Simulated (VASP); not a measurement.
Here is a VASP 6.6.1 calculation.

INCAR

```
SYSTEM = MgH2
PREC = Accurate
ENCUT = 600
EDIFF = 1E-6
ISMEAR = 0
SIGMA = 0.01
LREAL = .False.
LASPH = .True.
NELM = 100
ALGO = Normal
ISIF = 3
LWAVE = .False.
LCHARG = .False.
GGA = PE
IBRION = 2
NSW = 80
EDIFFG = -0.002
```

KPOINTS

```
Automatic mesh
0
Gamma
  6 6 8
  0 0 0
```

POSCAR

```
MgH2
1.0
    4.4766940000      0.0000000000      0.0000000000
    0.0000000000      4.4766940000      0.0000000000
    0.0000000000      0.0000000000      2.9925370000
Mg H
2 4
Direct
    0.5000000000      0.5000000000      0.5000000000
    0.0000000000      0.0000000000      0.0000000000
    0.6955720000      0.6955720000      0.0000000000
    0.8044280000      0.1955720000      0.5000000000
    0.3044280000      0.3044280000      0.0000000000
    0.1955720000      0.8044280000      0.5000000000
```

Potentials or basis: VASP PAW PBE potentials, release 64 (Mg, H).

Run with:

```sh
$ cat potpaw_PBE.64/Mg/POTCAR potpaw_PBE.64/H/POTCAR > POTCAR
$ mpirun -np 1 vasp_std > vasp.out
```

Problem. What does it give for the relaxed cell?

Solution. a = 4.511 Å, b = 4.511 Å, c = 3.009 Å, α = 90.00°, β = 90.00°, γ = 90.00°.

Problem. Predict the band gap on the k mesh.

Solution. 3.81 eV, indirect (least direct gap 4.56 eV).

Problem. Predict the relaxed volume.

Solution. 10.20 Å³/atom.

Problem. Estimate the space group after relaxing (to 0.05 Å).

Solution. P4_2/mnm (No. 136).

Step by step:
```csv
step,energy change (eV),largest force (eV/Å),pressure (GPa),volume (Å³)
1,0.0000,0.0072,1.10,59.97
2,-0.0030,0.0012,0.55,60.57
3,-0.0040,0.0051,-0.04,61.23
4,-0.0040,0.0044,0.01,61.17
5,-0.0040,0.0042,0.03,61.14
6,-0.0041,0.0028,0.03,61.16
7,-0.0042,0.0040,0.02,61.22
8,-0.0042,0.0032,0.01,61.21
9,-0.0042,0.0027,0.02,61.21
10,-0.0042,0.0014,0.00,61.23
```

A k mesh can miss the band edges. Expect the measured gap to be larger: semilocal functionals such as PBE lack the derivative discontinuity.
